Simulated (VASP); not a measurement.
# BaLiF3 (P4/mmm) in VASP: further runs

Runs on BaLiF3. Level: LDA. Tasks: single point.

All numbers are computed with VASP 6.6.1; they aren't measurements. Logs are shortened: lines on timing, memory, paths and dates and some standing lists are left out, and cuts for length are marked.

**1. The cell of the first run**

The structure is tetragonal, space group P4/mmm (No. 123). Conventional cell: a = 3.869 Å, b = 3.869 Å, c = 4.108 Å, α = 90.00°, β = 90.00°, γ = 90.00°. Within 3.6 Å of Ba (site symmetry 4/mmm) lie 12 F at 2.74 to 2.82 Å and 8 Li at 3.42 Å. Within 2.6 Å of Li (site symmetry 4/mmm) lie 6 F at 1.93 to 2.05 Å. F (site symmetry mmm) has 2 Li at 1.93 Å within 2.6 Å. F (site symmetry 4/mmm) has 2 Li at 2.05 Å and 4 Ba at 2.74 Å and 8 F at 2.82 Å within 2.9 Å.

**2. Single point, LDA (strain -0.030 along x and y, +0.030 along z)**

Input file INCAR:

```
PREC     = Accurate       # precision mode
ENCUT    = 520            # plane-wave cutoff, eV
EDIFF    = 1E-6           # SCF threshold, eV
ISMEAR   = 0              # smearing method
SIGMA    = 0.05           # smearing width, eV
LREAL    = False          # projectors in reciprocal space
LASPH    = True           # aspherical terms in the spheres
NELM     = 60             # most SCF steps
ALGO     = Normal         # electronic algorithm
ISIF     = 2              # what is computed and relaxed
LWAVE    = False          # write WAVECAR
LCHARG   = True           # write CHGCAR
GGA      = CA             # functional
LELF     = True           # ELF
LVHAR    = True         
NBANDS   = 25             # bands
```

Input file KPOINTS:

```
Automatic mesh
0
Gamma
  6 6 6
```

Input file POSCAR:

```
BaLiF3
1.0
    3.8689241908      0.0000000000      0.0000000000
    0.0000000000      3.8689241908      0.0000000000
    0.0000000000      0.0000000000      4.1082390892
Ba Li F
1 1 3
Direct
    0.0000000000      0.0000000000      0.0000000000
    0.5000000000      0.5000000000      0.5000000000
    0.0000000000      0.5000000000      0.5000000000
    0.5000000000      0.5000000000      0.0000000000
    0.5000000000      0.0000000000      0.5000000000
```

Potentials or basis: VASP PAW LDA potentials, release 64 (Ba_sv, Li_sv, F).

The run is started by

```sh
cat potpaw_LDA.64/Ba_sv/POTCAR potpaw_LDA.64/Li_sv/POTCAR potpaw_LDA.64/F/POTCAR > POTCAR
mpirun -np 1 vasp_std > vasp.out
```

OUTCAR:

```text
PREC = Accurate
   ENCUT = 520
   EDIFF = 1E-6
   ISMEAR = 0
   LREAL = False
   LASPH = True
   NELM = 60
   ISIF = 2
   GGA = CA

 ion  position               nearest neighbor table
   1  0.000  0.000  0.000-   4 2.74   4 2.74   4 2.74   4 2.74   5 2.82   3 2.82   3 2.82   3 2.82
                             5 2.82   5 2.82   5 2.82   3 2.82   2 3.42   2 3.42   2 3.42   2 3.42
   2  0.500  0.500  0.500-   3 1.93   5 1.93   5 1.93   3 1.93   4 2.05   4 2.05   1 3.42   1 3.42
                             1 3.42   1 3.42   1 3.42   1 3.42   1 3.42   1 3.42
   3  0.000  0.500  0.500-   2 1.93   2 1.93   1 2.82   1 2.82   1 2.82   1 2.82
   4  0.500  0.500  0.000-   2 2.05   2 2.05   1 2.74   1 2.74   1 2.74   1 2.74
   5  0.500  0.000  0.500-   2 1.93   2 1.93   1 2.82   1 2.82   1 2.82   1 2.82

  LATTYP: Found a simple tetragonal cell.
 ALAT       =     3.8689241908
 C/A-ratio  =     1.0618556701

  Lattice vectors:

 A1 = (   3.8689241908,   0.0000000000,   0.0000000000)
 A2 = (   0.0000000000,   3.8689241908,   0.0000000000)
 A3 = (   0.0000000000,   0.0000000000,   4.1082390892)

Analysis of symmetry for initial positions (statically):
=====================================================================
 Subroutine PRICEL returns:
 Original cell was already a primitive cell.

 Routine SETGRP: Setting up the symmetry group for a
 simple tetragonal supercell.

 Subroutine GETGRP returns: Found 16 space group operations
 (whereof 16 operations were pure point group operations)
 out of a pool of 16 trial point group operations.

The static configuration has the point symmetry D_4h.

Analysis of symmetry for dynamics (positions and initial velocities):
=====================================================================
 Subroutine PRICEL returns:
 Original cell was already a primitive cell.

 Routine SETGRP: Setting up the symmetry group for a
 simple tetragonal supercell.

 Subroutine GETGRP returns: Found 16 space group operations
 (whereof 16 operations were pure point group operations)
 out of a pool of 16 trial point group operations.

The dynamic configuration has the point symmetry D_4h.

 Subroutine INISYM returns: Found 16 space group operations
 (whereof 16 operations are pure point group operations),
 and found     1 'primitive' translations

----------------------------------------------------------------------------------------

                                     Primitive cell

  volume of cell :      61.4945

  direct lattice vectors                    reciprocal lattice vectors
     3.868924191  0.000000000  0.000000000     0.258469784  0.000000000  0.000000000
     0.000000000  3.868924191  0.000000000     0.000000000  0.258469784  0.000000000
     0.000000000  0.000000000  4.108239089     0.000000000  0.000000000  0.243413292

  length of vectors
     3.868924191  3.868924191  4.108239089     0.258469784  0.258469784  0.243413292

  position of ions in fractional coordinates (direct lattice)
     0.000000000  0.000000000  0.000000000
     0.500000000  0.500000000  0.500000000
     0.000000000  0.500000000  0.500000000
     0.500000000  0.500000000  0.000000000
     0.500000000  0.000000000  0.500000000

  ion indices of the primitive-cell ions
   primitive index   ion index
                 1           1
                 2           2
                 3           3
                 4           4
                 5           5

----------------------------------------------------------------------------------------

 KPOINTS: Automatic mesh

Automatic generation of k-mesh.
 Grid dimensions read from file:
 generate k-points for:    6    6    6

 Generating k-lattice:

  Cartesian coordinates                     Fractional coordinates (reciprocal lattice)
     0.043078297  0.000000000  0.000000000     0.166666667  0.000000000  0.000000000
     0.000000000  0.043078297  0.000000000     0.000000000  0.166666667  0.000000000
     0.000000000  0.000000000  0.040568882     0.000000000  0.000000000  0.166666667

  Length of vectors
     0.043078297  0.043078297  0.040568882

  Shift w.r.t. Gamma in fractional coordinates (k-lattice)
     0.000000000  0.000000000  0.000000000

 Subroutine IBZKPT returns following result:
 ===========================================

 Found     40 irreducible k-points:

 Following reciprocal coordinates:
            Coordinates               Weight
  0.000000  0.000000  0.000000      1.000000
  0.166667  0.000000  0.000000      4.000000
  0.333333  0.000000  0.000000      4.000000
  0.500000  0.000000  0.000000      2.000000
  0.166667  0.166667  0.000000      4.000000
  0.333333  0.166667  0.000000      8.000000
[... 16 lines left out ...]
  0.333333  0.000000  0.333333      8.000000
  0.500000  0.000000  0.333333      4.000000
 [... further k-points ...]
   k-points           NKPTS =     40   k-points in BZ     NKDIM =     40   number of bands    NBANDS=     25
   number of dos      NEDOS =    301   number of ions     NIONS =      5
   total plane-waves  NPLWV =  28800
   dimension x,y,z NGX =    30 NGY =   30 NGZ =   32
   dimension x,y,z NGXF=    60 NGYF=   60 NGZF=   64
   ions per type =               1   1   3
   NGX,Y,Z   is equivalent  to a cutoff of  12.89, 12.89, 12.95 a.u.
   NGXF,Y,Z  is equivalent  to a cutoff of  25.78, 25.78, 25.90 a.u.
 SYSTEM =  unknown system
   PREC   = accura    normal or accurate (medium, high low for compatibility)
   ISTART =      0    job   : 0-new  1-cont  2-samecut
   ICHARG =      2    charge: 1-file 2-atom 10-const
   ISPIN  =      1    spin polarized calculation?
   LNONCOLLINEAR =      F non collinear calculations
   LSORBIT =      F    spin-orbit coupling
   LASPH  =      T    aspherical Exc in radial PAW
   ENCUT  =  520.0 eV  38.22 Ry    6.18 a.u.   7.19  7.19  7.64*2*pi/ulx,y,z
   NELM   =     60;   NELMIN=  2; NELMDL= -5     # of ELM steps
   EDIFF  = 0.1E-05   stopping-criterion for ELM
   LREAL  =      F    real-space projection
   EDIFFG = 0.1E-04   stopping-criterion for IOM
   NSW    =      0    number of steps for IOM
   IBRION =     -1    ionic relax: 0-MD 1-quasi-New 2-CG
   NFREE  =      0    steps in history (QN), initial steepest desc. (CG)
   ISIF   =      2    stress and relaxation
   ISYM   =      2    0-nonsym 1-usesym 2-fastsym
   POTIM  = 0.5000    time-step for ionic-motion
   TEBEG  =    0.0;   TEEND  =   0.0 temperature during run
   PSTRESS=    0.0 pullay stress
   NELECT =      34.0000    total number of electrons
   NUPDOWN=      -1.0000    fix difference up-down
   EMIN   =  10.00;   EMAX   =-10.00  energy-range for DOS
   EFERMI =   0.00;   METHOD = LEGACY
   ISMEAR =     0;   SIGMA  =   0.05  broadening in eV -4-tet -1-fermi 0-gaus
   EFERMI_NEDOS =   21; number of points for ismear=-14 and -15
   IALGO  =     38    algorithm
   IMIX   =      4    mixing-type and parameters
     AMIX     =   0.40;   BMIX     =  1.00
     AMIX_MAG =   1.60;   BMIX_MAG =  1.00
  volume/ion in A,a.u.               =      12.30        83.00
  Fermi-wavevector in a.u.,A,eV,Ry     =   1.343659  2.539147 24.564226  1.805420
  Thomas-Fermi vector in A             =   2.471715
   LORBIT       =      0    0 simple, 1 ext, 2 COOP (PROOUT), +10 PAW based schemes
   GGA     = CA    functional components
   LHFCALC =     F    Hartree Fock is set to
   AEXX    =    0.0000 exact exchange contribution
   IVDW    =     0    specifies the selected vdW correction
   LEPSILON=     F    determine dielectric tensor
   LRPA    =     F    only Hartree local field effects (RPA)
 non-spin polarized calculation
 Gauss-broadening in eV      SIGMA  =   0.05
  energy-cutoff  :      520.00
  volume of cell :       61.49
 maximum number of plane-waves:      1668
 NGX is ok and might be reduce to    30
   NGX = 15   NGY = 15   NGZ = 15

 number of electron      34.0000026 magnetization

 Free energy of the ion-electron system (eV)
  ---------------------------------------------------
  ext. energy  EPLUGINS =         0.00000000
  ---------------------------------------------------
  free energy    TOTEN  =       -29.22415264 eV

  energy without entropy =      -29.22415264  energy(sigma->0) =      -29.22415264

 E-fermi :  -0.3272     XC(G=0): -10.8911

 val. band max:       -0.5620923995   @ k =   0.5000   0.5000   0.5000
 cond. band min:       5.5306261291   @ k =   0.0000   0.0000   0.0000
 fundamental gap:      6.0927185285
 Fermi energy:        -0.3271754554

 k-point     1 :       0.0000    0.0000    0.0000
  band No.  band energies     occupation
      1     -40.2248      2.00000
      2     -24.0334      2.00000
      3     -19.9446      2.00000
      4     -19.6508      2.00000
      5     -19.4062      2.00000
      6      -9.1304      2.00000
[... 17 lines left out ...]
     24      15.4416      0.00000
     25      16.5622      0.00000

 k-point     2 :       0.1667    0.0000    0.0000
  band No.  band energies     occupation
      1     -40.2241      2.00000
      2     -23.9815      2.00000
      3     -19.9951      2.00000
      4     -19.6515      2.00000
      5     -19.4519      2.00000
      6      -9.0658      2.00000
[... 17 lines left out ...]
     24      15.5774      0.00000
     25      15.6697      0.00000

 k-point     3 :       0.3333    0.0000    0.0000
  band No.  band energies     occupation
      1     -40.2228      2.00000
      2     -23.8712      2.00000
      3     -20.1228      2.00000
      4     -19.6520      2.00000
      5     -19.5220      2.00000
      6      -9.0060      2.00000
[... 17 lines left out ...]
     24      14.5358      0.00000
     25      16.2898      0.00000

 k-point     4 :       0.5000    0.0000    0.0000
  band No.  band energies     occupation
      1     -40.2222      2.00000
      2     -23.8123      2.00000
      3     -20.1987      2.00000
      4     -19.6525      2.00000
      5     -19.5478      2.00000
      6      -9.0089      2.00000
[... 17 lines left out ...]
     24      13.6241      0.00000
     25      14.9099      0.00000

 k-point     5 :       0.1667    0.1667    0.0000
  band No.  band energies     occupation
      1     -40.2235      2.00000
      2     -23.9334      2.00000
      3     -20.0262      2.00000
      4     -19.6496      2.00000
      5     -19.5032      2.00000
      6      -9.1167      2.00000
[... 17 lines left out ...]
     24      15.5979      0.00000
     25      15.8436      0.00000

 k-point     6 :       0.3333    0.1667    0.0000
  band No.  band energies     occupation
      1     -40.2222      2.00000
      2     -23.8320      2.00000
      3     -20.1078      2.00000
      4     -19.6617      2.00000
      5     -19.5756      2.00000
      6      -9.1675      2.00000
[... 17 lines left out ...]
     24      14.5601      0.00000
     25      15.6852      0.00000
[... 393 lines left out ...]
 k-point    21 :       0.0000    0.0000    0.3333
  band No.  band energies     occupation
      1     -40.2239      2.00000
      2     -23.9288      2.00000
      3     -20.0155      2.00000
      4     -19.8139      2.00000
      5     -19.3971      2.00000
      6      -8.9247      2.00000
[... 17 lines left out ...]
     24      14.0233      0.00000
     25      15.8216      0.00000

 k-point    22 :       0.1667    0.0000    0.3333
  band No.  band energies     occupation
      1     -40.2232      2.00000
      2     -23.8839      2.00000
      3     -20.0094      2.00000
      4     -19.8407      2.00000
      5     -19.4444      2.00000
      6      -9.0556      2.00000
[... 17 lines left out ...]
     24      14.0729      0.00000
     25      15.3247      0.00000

 k-point    23 :       0.3333    0.0000    0.3333
  band No.  band energies     occupation
      1     -40.2220      2.00000
      2     -23.7898      2.00000
      3     -20.0567      2.00000
      4     -19.8233      2.00000
      5     -19.5562      2.00000
      6      -9.2059      2.00000
[... 17 lines left out ...]
     24      13.7504      0.00000
     25      14.5963      0.00000

 k-point    24 :       0.5000    0.0000    0.3333
  band No.  band energies     occupation
      1     -40.2213      2.00000
      2     -23.7401      2.00000
      3     -20.1056      2.00000
      4     -19.7558      2.00000
      5     -19.6481      2.00000
      6      -9.2534      2.00000
[... 17 lines left out ...]
     24      13.2564      0.00000
     25      14.8574      0.00000

 [... further k-points ...]
[... 5 lines left out ...]
  --------------------------------------------------------------------------------------
  -------------------------------------------------------------------------------------
  Total       -0.2313915     -0.2313915     -2.3915733      0.0000000      0.0000000      0.0000000
  in kB       -6.0286756     -6.0286756    -62.3100529      0.0000000      0.0000000      0.0000000
  external PRESSURE =     -24.7891347 kB  Pullay stress =       0.0000000 kB

 VOLUME and BASIS-vectors are now :
 -----------------------------------------------------------------------------
  energy-cutoff  :      520.00
  volume of cell :       61.49
      direct lattice vectors                 reciprocal lattice vectors
     3.868924191  0.000000000  0.000000000     0.258469784  0.000000000  0.000000000
     0.000000000  3.868924191  0.000000000     0.000000000  0.258469784  0.000000000
     0.000000000  0.000000000  4.108239089     0.000000000  0.000000000  0.243413292

 POSITION                                       TOTAL-FORCE (eV/Angst)
 -----------------------------------------------------------------------------------
      0.00000      0.00000      0.00000         0.000000      0.000000      0.000000
      1.93446      1.93446      2.05412         0.000000      0.000000      0.000000
      0.00000      1.93446      2.05412         0.000000      0.000000      0.000000
      1.93446      1.93446      0.00000         0.000000      0.000000      0.000000
      1.93446      0.00000      2.05412         0.000000      0.000000      0.000000
 -----------------------------------------------------------------------------------
    total drift:                                0.000000      0.000000     -0.000000

  FREE ENERGIE OF THE ION-ELECTRON SYSTEM (eV)
  ---------------------------------------------------
  free  energy   TOTEN  =       -29.2241526430 eV

  energy  without entropy=      -29.2241526430  energy(sigma->0) =      -29.22415264
```

It took 93 s on 1 thread of AMD EPYC 7R43 (Zen 3), shared host; peak memory 0.15 GiB.

What came out:

| Item | Value |
| --- | --- |
| Free energy | -29.2242 eV |
| Band gap on the k mesh | 6.09 eV (least direct gap 6.16 eV) |

Caveat: the cell differs from its parent crystal (strain -0.030 along x and y, +0.030 along z); the cutoff is under 1.25 times the usual one of these potentials, so pressure, stress and relaxed cells hold a basis-set (Pulay) error; spin-orbit coupling is left out, which moves the levels of the heavy elements. A k mesh can miss the band edges.

**3. Single point, LDA (strain +0.000 along x and y, -0.030 along z)**

Input file INCAR:

```
PREC = Accurate
ENCUT = 520
EDIFF = 1E-6
ISMEAR = 0
SIGMA = 0.05
LREAL = F
LASPH = T
NELM = 100
ALGO = Normal
ISIF = 2
LWAVE = F
LCHARG = F
NBANDS = 25
```

KPOINTS is that of step 2.

POSCAR, as its differences from that of step 2:

```diff
@@ -2,5 +2,5 @@
 1.0
-    3.8689241908      0.0000000000      0.0000000000
-    0.0000000000      3.8689241908      0.0000000000
-    0.0000000000      0.0000000000      4.1082390892
+    3.9885816400      0.0000000000      0.0000000000
+    0.0000000000      3.9885816400      0.0000000000
+    0.0000000000      0.0000000000      3.8689241908
 Ba Li F
```

Potentials or basis: VASP PAW LDA potentials, release 64 (Ba_sv, Li_sv, F).

The run is started by

```sh
cat potpaw_LDA.64/Ba_sv/POTCAR potpaw_LDA.64/Li_sv/POTCAR potpaw_LDA.64/F/POTCAR > POTCAR
mpirun -np 1 vasp_std > vasp.out
```

It took 84 s on 1 thread of AMD EPYC 7R43 (Zen 3), shared host; peak memory 0.14 GiB.

It converged, with:

```yaml
Free_energy: -29.2554 eV
Band_gap_on_the_k_mesh: 6.34 eV
```

Levels at points of the mesh, in eV from the valence-band top:
```tsv
k point	band 14	band 15	band 16	band 17	band 18	band 19	band 20	band 21
(0.00, 0.00, 0.00)	-0.89	-0.02	0.00	0.00	6.34	6.66	8.14	9.77
(0.50, 0.00, 0.00)	-0.84	-0.83	-0.55	-0.42	7.88	8.60	10.42	10.76
(0.50, 0.50, 0.00)	-0.61	-0.61	-0.36	-0.32	8.91	8.94	11.09	11.09
(0.00, 0.00, 0.50)	-0.77	-0.77	-0.62	-0.62	8.30	8.75	10.31	10.88
(0.50, 0.00, 0.50)	-0.65	-0.63	-0.22	-0.16	8.90	9.35	10.81	10.85
(0.50, 0.50, 0.50)	-0.30	-0.18	-0.11	-0.11	7.99	7.99	8.02	12.01
```

Caveat: the cell differs from its parent crystal (strain +0.000 along x and y, -0.030 along z); the cutoff is under 1.25 times the usual one of these potentials, so pressure, stress and relaxed cells hold a basis-set (Pulay) error; spin-orbit coupling is left out, which moves the levels of the heavy elements. A k mesh can miss the band edges.

[end of part 1 of 2]
